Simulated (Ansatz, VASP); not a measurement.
**Two plane-wave programs on ZnS**

```
Zn S
1.0
     0.00000    2.67807    2.67807
     2.67807    0.00000    2.67807
     2.67807    2.67807    0.00000
Zn S
1 1
Direct
  0.00000 0.00000 0.00000
  0.25000 0.25000 0.25000
```

Alike in both runs: functional PBEsol; k mesh 8 × 8 × 8; occupations gaussian, width 0.02 eV; no spin polarisation.

Ansatz relaxed the structure, and its values are those at the end. VASP's run is a single point on that final structure, the one shown.

|  | VASP | Ansatz |
| --- | --- | --- |
| version | VASP 6.6.1 | Ansatz 0.2.0 |
| potentials or method | VASP PAW PBE potentials, release 64 (Zn, S), cutoff 520 eV | scalar-relativistic, plane waves, PAW |
| valence electrons in the cell | 18 | 18 |

|  | VASP | Ansatz | Ansatz less VASP |
| --- | --- | --- | --- |
| gap on the k mesh at the Fermi level (eV) | 2.09 | 2.09 | -0.007 |
| least direct gap on the mesh (eV) | 2.09 | 2.09 | -0.007 |
| pressure (GPa) | 0.2 | 0.0 | -0.20 |

VASP's potentials were made for PBE, not for PBEsol. The functional is the same, so the differences come from potentials, cutoffs and numerics.
